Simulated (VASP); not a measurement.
Here is a VASP 6.6.1 calculation.

File INCAR:

```
SYSTEM = Os
PREC = Accurate
ENCUT = 520
EDIFF = 1E-6
ISMEAR = -1
SIGMA = 0.05
LREAL = .False.
LASPH = .True.
NELM = 100
ALGO = Normal
ISIF = 2
LWAVE = .False.
LCHARG = .False.
GGA = PE
NBANDS = 10
```

File KPOINTS:

```
Automatic mesh
0
Gamma
  14 14 14
  0 0 0
```

File POSCAR:

```
Os
1.0
   -0.0583500000      1.9158250000      1.9158250000
    1.9158250000     -0.0583500000      1.9158250000
    1.9158250000      1.9158250000     -0.0583500000
Os
1
Direct
    0.0000000000      0.0000000000      0.0000000000
```

Potentials or basis: VASP PAW PBE potentials, release 64 (Os).

Launch:

```console
$ cat potpaw_PBE.64/Os/POTCAR > POTCAR
$ mpirun -np 1 vasp_std > vasp.out
```

Question: Estimate the pressure.

Answer: -8.5 GPa.

Question: Estimate the band gap on the k mesh.

Answer: Zero (band 4 reaches 10.88 eV, above the bottom of band 5 at 7.38 eV).

Stress tensor (GPa, compression positive):
```
-8.54  7.79  7.79
 7.79 -8.54  7.79
 7.79  7.79 -8.54
```

Caveat: the cell differs from its parent crystal (equal xy, yz and zx shear strains of -3 %); spin-orbit coupling is left out, which moves the levels of the heavy elements.
